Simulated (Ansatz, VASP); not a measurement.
**Two plane-wave programs on RbBr**

```
Rb Br
1.0
     2.78160   -1.59643   -4.53975
    -8.18914   -1.67570   -4.41845
    -2.63283    7.94958   -4.43835
Rb Br
4 4
Direct
  0.00222 0.50026 0.50040
  0.50153 0.49965 0.99990
  0.50033 0.00030 0.50093
  0.99988 0.00005 0.00074
  0.49978 0.87497 0.87562
  0.00109 0.87595 0.37521
  0.00251 0.37542 0.87496
  0.50260 0.37590 0.37472
```

Change from the starting cell: cell x4, atoms moved at random (sigma 0.15 Å) and cell strained at random (1.5 %), then relaxed without symmetry.

Alike in both runs: functional PBE; k mesh 4 × 2 × 2; occupations gaussian, width 0.1 eV; no spin polarisation.

Ansatz relaxed the structure, and its values are those at the end. VASP's run is a single point on that final structure, the one shown.

|  | VASP | Ansatz |
| --- | --- | --- |
| version | VASP 6.6.1 | Ansatz 0.2.0 |
| potentials or method | VASP PAW PBE potentials, release 64 (Rb_sv, Br), cutoff 520 eV | scalar-relativistic, plane waves, PAW |
| valence electrons in the cell | 64 | 64 |

```tsv
	VASP	Ansatz	Ansatz less VASP
gap on the k mesh at the Fermi level (eV)	4.04	4.04	0.000
least direct gap on the mesh (eV)	4.05	4.05	0.000
pressure (GPa)	0.0	0.0	-0.01
```
